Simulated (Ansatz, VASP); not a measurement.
Two plane-wave programs on Mg3TiF8

INCAR

```
SYSTEM = Mg3TiF8
PREC = Accurate ; ENCUT = 520
EDIFF = 1E-6 ; ISMEAR = 0
SIGMA = 0.05 ; LREAL = .False.
LASPH = .True. ; NELM = 150
ALGO = Normal ; ISIF = 2
LWAVE = .False. ; LCHARG = .False.
ISPIN = 2 ; MAGMOM = 1.47 0 0 0 0.01 0 0.01 0.01 0.01 0 0.01 0.01
LORBIT = 11 ; LMAXMIX = 4
LDAU = .True. ; LDAUTYPE = 2
LDAUL = 2 -1 -1 ; LDAUU = 3 0 0
LDAUJ = 0 0 0 ; LDAUPRINT = 1
GGA = PS ; NBANDS = 53
```

The input KPOINTS:

```
regular mesh
0
Gamma
  4 4 3
  0 0 0
```

POSCAR

```
Mg3TiF8
1.0
    4.6230000000      0.0000000000      0.0000000000
    0.0000000000      4.6230000000      0.0000000000
    0.0000000000      0.0000000000      6.1040000000
Ti Mg F
1 3 8
Direct
    0.0022904060      0.9986021622      0.0000117150
    0.0022753277      0.9986263351      0.5000118008
    0.5023541756      0.4986841777      0.2563454174
    0.5022184794      0.4985570792      0.7436920102
    0.3156439533      0.3127981608      0.0000442980
    0.3028725652      0.2998979541      0.4999809219
    0.2064261954      0.7949868291      0.2657073980
    0.2065448567      0.7951427214      0.7343706632
    0.6888564020      0.6844552599      0.9999857346
    0.7016588244      0.6972981135      0.5000485726
    0.7978939857      0.2019674669      0.2656356585
    0.7980246548      0.2021404058      0.7343251334
```

Input for Ansatz:

```yaml
crystal:
  lattice:
    - [4.623, 0.0, 0.0]
    - [0.0, 4.623, 0.0]
    - [0.0, 0.0, 6.104]
  atoms:
    - { symbol: Ti, position: [0.002290406, 0.9986021622, 1.1715e-05], spin: 2.0 }
    - { symbol: Mg, position: [0.0022753277, 0.9986263351, 0.5000118008] }
    - { symbol: Mg, position: [0.5023541756, 0.4986841777, 0.2563454174] }
    - { symbol: Mg, position: [0.5022184794, 0.4985570792, 0.7436920102] }
    - { symbol: F, position: [0.3156439533, 0.3127981608, 4.4298e-05] }
    - { symbol: F, position: [0.3028725652, 0.2998979541, 0.4999809219] }
    - { symbol: F, position: [0.2064261954, 0.7949868291, 0.265707398] }
    - { symbol: F, position: [0.2065448567, 0.7951427214, 0.7343706632] }
    - { symbol: F, position: [0.688856402, 0.6844552599, 0.9999857346] }
    - { symbol: F, position: [0.7016588244, 0.6972981135, 0.5000485726] }
    - { symbol: F, position: [0.7978939857, 0.2019674669, 0.2656356585] }
    - { symbol: F, position: [0.7980246548, 0.2021404058, 0.7343251334] }
basis:
  ecutwfc: 420
  ecutrho_ratio: 4
kpoints:
  mp_grid: { grid: [4, 4, 3] }
hamiltonian:
  xc: pbesol
  hubbard:
    sites:
      - { site: 0, l: d, u_eff: 3.0, starting_ns: [{ spin: up, occupation_matrix: s0up }, { spin: down, occupation_matrix: s0down }] }
    occupation_matrices:
      s0up:
        matrix:
          - [0.97, 0.0, 0.0, 0.0, 0.0]
          - [0.0, 0.02, 0.0, 0.0, 0.0]
          - [0.0, 0.0, 0.02, 0.0, 0.0]
          - [0.0, 0.0, 0.0, 0.97, 0.0]
          - [0.0, 0.0, 0.0, 0.0, 0.02]
      s0down:
        matrix:
          - [0.02, 0.0, 0.0, 0.0, 0.0]
          - [0.0, 0.02, 0.0, 0.0, 0.0]
          - [0.0, 0.0, 0.02, 0.0, 0.0]
          - [0.0, 0.0, 0.0, 0.02, 0.0]
          - [0.0, 0.0, 0.0, 0.0, 0.02]
    ns_hold: { iters: 12 }
scf:
  occupations: { method: gaussian, width: 0.05 }
  lower_state_search: "off"
  max_iter: 150
output:
  forces: true
  stress: true
  eigenvalues: true
  populations: true
  hubbard: { sites: [{ site: 0, l: d }] }
  write_density: true
  write_potential: true
  elf: true
  volumetric_format: npy
magnetization:
  spin_polarized: true
```

Alike in both runs: task single point; functional PBEsol; k mesh 4 × 4 × 3; occupations gaussian, width 0.05 eV; collinear spin; Hubbard terms Ti d U = 3.0 eV.

```csv
,VASP,Ansatz
version,VASP 6.6.1,Ansatz 0.2.0
potentials or method,"VASP PAW PBE potentials, release 64 (Ti_sv, Mg, F), cutoff 520 eV","scalar-relativistic, plane waves, PAW"
valence electrons in the cell,74,98
```

|  | VASP | Ansatz | Ansatz less VASP |
| --- | --- | --- | --- |
| gap on the k mesh at the Fermi level (eV) | 1.36 | 1.79 | +0.434 |
| least direct gap on the mesh (eV) | 1.36 | 1.79 | +0.436 |
| pressure (GPa) | 6.7 | 7.2 | +0.47 |
| traceless stress, the component that is largest in VASP (GPa) | 1.15 | 1.26 | +0.112 |
| rms of the force components (eV/Å) | 0.030 | 0.042 | +0.0128 |
| net moment per atom (μB) | 0.17 | 0.17 | 0.000 |
| size of the moment on the site where the two differ most (μB) | 1.72 | 1.34 | -0.377 |

VASP's potentials were made for PBE, not for PBEsol. Site moments also hang on the region over which each program counts them. The programs project onto different local orbitals, so the same U acts differently, and such runs can settle in different states. Atom by atom the forces differ by 0.052 eV/Å (rms over components). VASP's potentials hold 74 valence electrons a cell and Ansatz's 98, so a difference there can come from the potentials and not from the codes.
